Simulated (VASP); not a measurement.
Here is a VASP 6.6.1 calculation.

File INCAR:

```
PREC = Accurate
ENCUT = 600
EDIFF = 1E-6
ISMEAR = 1
SIGMA = 0.05
LREAL = False
LASPH = True
NELM = 80
ALGO = Normal
ISIF = 8
LWAVE = False
LCHARG = False
IBRION = 2
NSW = 80
EDIFFG = -0.03
```

The input KPOINTS:

```
regular mesh
0
Gamma
  22 22 12
```

POSCAR

```
Be
1.0
    2.2853000000      0.0000000000      0.0000000000
   -1.1426500000      1.9791278600      0.0000000000
    0.0000000000      0.0000000000      3.5842000000
Be
2
Direct
    0.3333333300      0.6666666700      0.2500000000
    0.6666666700      0.3333333300      0.7500000000
```

Potentials or basis: VASP PAW LDA potentials, release 64 (Be).

Run with:

```bash
$ cat potpaw_LDA.64/Be/POTCAR > POTCAR
$ mpirun -np 1 vasp_std > vasp.out
```

(1) Predict the relaxed cell.

(2) What does it give for the band gap on the k mesh?

(3) Predict the relaxed volume.

Results:

(1) a = 2.235 Å, b = 2.235 Å, c = 3.505 Å, α = 90.00°, β = 90.00°, γ = 120.00°.

(2) zero (bands 2 and 3 overlap by 1.99 eV).

(3) 7.58 Å³/atom.
